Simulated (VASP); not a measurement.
Input of a VASP 6.6.1 run:

The input INCAR:

```
PREC = Accurate
ENCUT = 520
EDIFF = 1E-7
ISMEAR = 0
SIGMA = 0.05
LREAL = False
LASPH = True
NELM = 80
ALGO = Normal
ISIF = 2
LWAVE = False
LCHARG = False
GGA = PE
NBANDS = 42
```

KPOINTS

```
Automatic mesh
0
Gamma
  1 1 12
```

The input POSCAR:

```
Ta
1.0
   11.3000000000      0.0000000000      0.0000000000
    0.0000000000     12.6000000000      0.0000000000
    0.0000000000      0.0000000000      4.6934773201
Ta
6
Direct
    0.6038379938      0.5000000000      0.0000000000
    0.3961620062      0.5000000000      0.5000000000
    0.3961620062      0.6316980016      0.0000000000
    0.3961620062      0.3683019984      0.0000000000
    0.6038379938      0.6316980016      0.5000000000
    0.6038379938      0.3683019984      0.5000000000
```

Potentials or basis: VASP PAW PBE potentials, release 64 (Ta_pv).

Launch:

```sh
$ cat potpaw_PBE.64/Ta_pv/POTCAR > POTCAR
$ mpirun -np 1 vasp_std > vasp.out
```

(1) Predict the band gap on the k mesh.

(2) Predict the largest force.

Answers

(1) zero (bands 33 and 34 overlap by 0.40 eV).

(2) 3.716 eV/Å.

Caveat: spin-orbit coupling is left out, which moves the levels of the heavy elements.
